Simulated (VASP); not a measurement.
Input of a VASP 6.6.1 run:

The input INCAR:

```
PREC = Accurate
ENCUT = 520
EDIFF = 1E-6
ISMEAR = -1
SIGMA = 0.1
LREAL = F
LASPH = T
NELM = 80
ALGO = Normal
ISIF = 2
LWAVE = F
LCHARG = T
GGA = PS
LELF = T
LVHAR = T
NBANDS = 13
```

File KPOINTS:

```
Automatic mesh
0
Gamma
  14 14 14
```

POSCAR

```
Sn
1.0
    2.7558277444      0.0000000000      0.0000000000
    0.0000000000      2.7558277444      0.0000000000
    0.0000000000      0.0000000000      2.7558277444
Sn
1
Direct
    0.0000000000      0.0000000000      0.0000000000
```

Potentials or basis: VASP PAW PBE potentials, release 64 (Sn_d).

The run is started by

```sh
$ cat potpaw_PBE.64/Sn_d/POTCAR > POTCAR
$ mpirun -np 1 vasp_std > vasp.out
```

(1) What does it give for the band gap on the k mesh?

(2) Predict the pressure.

## Answers

(1) zero (band 7 reaches 17.95 eV, above the bottom of band 8 at 8.14 eV).

(2) 31.5 GPa.

Caveat: the PAW data sets were made with another functional, which shifts forces and pressure a little; spin-orbit coupling is left out, which moves the levels of the heavy elements.
